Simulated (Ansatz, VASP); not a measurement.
One calculation of PbF2, two programs

POSCAR

```
PbF2
1.0
    0.0000000000      2.9604388884      2.9604388884
    2.9604388884      0.0000000000      2.9604388884
    2.9604388884      2.9604388884      0.0000000000
Pb F
1 2
Direct
    0.0000000000      0.0000000000      0.0000000000
    0.2500000000      0.2500000000      0.2500000000
    0.7500000000      0.7500000000      0.7500000000
```

The input INCAR.step1:

```
  PREC = Accurate
  ENCUT = 520
  EDIFF = 1E-5
  ISMEAR = 0
  SIGMA = 0.01
  LREAL = F
  LASPH = T
  NELM = 120
  ALGO = Normal
  ISIF = 2
  LWAVE = T
  LCHARG = F
  NBANDS = 21
  GGA = PE
  GGA_COMPAT = F
```

INCAR.step2

```
  PREC = Accurate
  ENCUT = 520
  EDIFF = 1E-6
  ISMEAR = 0
  SIGMA = 0.01
  LREAL = F
  LASPH = T
  NELM = 120
  ALGO = Normal
  ISIF = 2
  LWAVE = F
  LCHARG = F
  GGA = PE
  LHFCALC = T
  AEXX = 0.4
  PRECFOCK = Normal
  NBANDS = 21
  ISTART = 1
  GGA_COMPAT = F
```

File KPOINTS:

```
Automatic mesh
0
Gamma
  4 4 4
```

Input for Ansatz:

```yaml
crystal:
  lattice:
    - [0.0, 2.9604388884, 2.9604388884]
    - [2.9604388884, 0.0, 2.9604388884]
    - [2.9604388884, 2.9604388884, 0.0]
  atoms:
    - { symbol: Pb, position: [0.0, 0.0, 0.0] }
    - { symbol: F, position: [0.25, 0.25, 0.25] }
    - { symbol: F, position: [0.75, 0.75, 0.75] }
kpoints:
  mp_grid: { grid: [4, 4, 4] }
hamiltonian:
  xc: { exchange: pbe, correlation: pbe, exx: { coeff: 0.4 } }
scf:
  occupations: { method: fixed }
  n_extra_bands: 4
output:
  forces: true
  stress: true
  eigenvalues: true
```

Alike in both runs: task single point; functional PBE-based global hybrid with a share of 0.4 of exact exchange; k mesh 4 × 4 × 4; no spin polarisation.

|  | VASP | Ansatz |
| --- | --- | --- |
| version | VASP 6.6.1 | Ansatz 0.2.0 |
| potentials or method | VASP PAW PBE potentials, release 64 (Pb_d, F) | plane waves |
| plane-wave cutoff (eV) | 520 | 420 |
| occupations | gaussian, width 0.01 eV | fixed |
| valence electrons in the cell | 28 | 28 |

Ansatz gave:

- gap on the k mesh at the Fermi level (eV): 7.69
- pressure (GPa): 0.1

Question: Estimate VASP's values.

Answer: gap on the k mesh at the Fermi level (eV): 7.71; pressure (GPa): -0.1.

VASP's potentials were made for PBE, not for PBE-based global hybrid. Ansatz's warnings: stress exchange threshold loose, stress scf threshold loose.

The k mesh is coarse, so the values compare programs but aren't converged. Neither program's run includes spin-orbit coupling.
